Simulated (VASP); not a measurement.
Here is a VASP 6.6.1 calculation.

Contents of INCAR:

```
SYSTEM = CuI
PREC = Accurate
ENCUT = 520
EDIFF = 1E-6
ISMEAR = -1
SIGMA = 0.05
LREAL = .FALSE.
LASPH = .TRUE.
NELM = 60
ALGO = Normal
ISIF = 2
LWAVE = .FALSE.
LCHARG = .FALSE.
GGA = PS
NBANDS = 16
```

The input KPOINTS:

```
regular mesh
0
G
  8 8 8
  0 0 0
```

File POSCAR:

```
CuI
1.0
    0.0000000000      3.0515767440      3.0515767440
    3.0515767440      0.0000000000      3.0515767440
    3.0515767440      3.0515767440      0.0000000000
I Cu
1 1
Direct
    0.0000000000      0.0000000000      0.0000000000
    0.7500000000      0.7500000000      0.7500000000
```

Potentials or basis: VASP PAW PBE potentials, release 64 (I, Cu).

The run is started by

```console
$ cat potpaw_PBE.64/I/POTCAR potpaw_PBE.64/Cu/POTCAR > POTCAR
$ mpirun -np 1 vasp_std > vasp.out
```

Estimate the band gap on the k mesh.

0.98 eV, direct.

What does it give for the pressure?

-2.8 GPa.

Caveat: the PAW data sets were made with another functional, which shifts forces and pressure a little; spin-orbit coupling is left out, which moves the levels of the heavy elements.
